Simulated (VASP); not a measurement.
Crystal: Al2Cu (Khatyrkite).

```xyz
6
Lattice="-3.0131 3.0131 2.4221 3.0131 -3.0131 2.4221 3.0131 3.0131 -2.4221" Properties=species:S:1:pos:R:3 pbc="T T T"
Cu    0.0000    0.0000    1.2111
Cu    0.0000    0.0000    3.6332
Al    0.9528    2.0604    0.0000
Al   -0.9528    2.0604    2.4221
Al    2.0604    0.9528    2.4221
Al    3.9659    0.9528    0.0000
```

Base run:

```yaml
Program: VASP 6.6.1
Functional: PBE
Potentials_or_basis: VASP PAW PBE potentials, release 64 (Cu, Al)
Cutoff: 520 eV
k_mesh: 7 × 7 × 7
Occupations: fermi-dirac, width 0.05 eV
Spin: no spin polarisation
```

Its results: band gap on the k mesh zero (band 17 reaches 10.24 eV, above the bottom of band 18 at 6.52 eV); pressure 2.0 GPa; largest force 0.013 eV/Å.

**Question.** The run is repeated on the same cell with these changes: functional from PBE to r2SCAN. What comes out?

**Answer.** Band gap on the k mesh zero (band 17 reaches 10.25 eV, above the bottom of band 18 at 6.37 eV); pressure -2.0 GPa; largest force 0.076 eV/Å.

Caveats: the PAW data sets were made with another functional, which shifts forces and pressure a little (some runs).
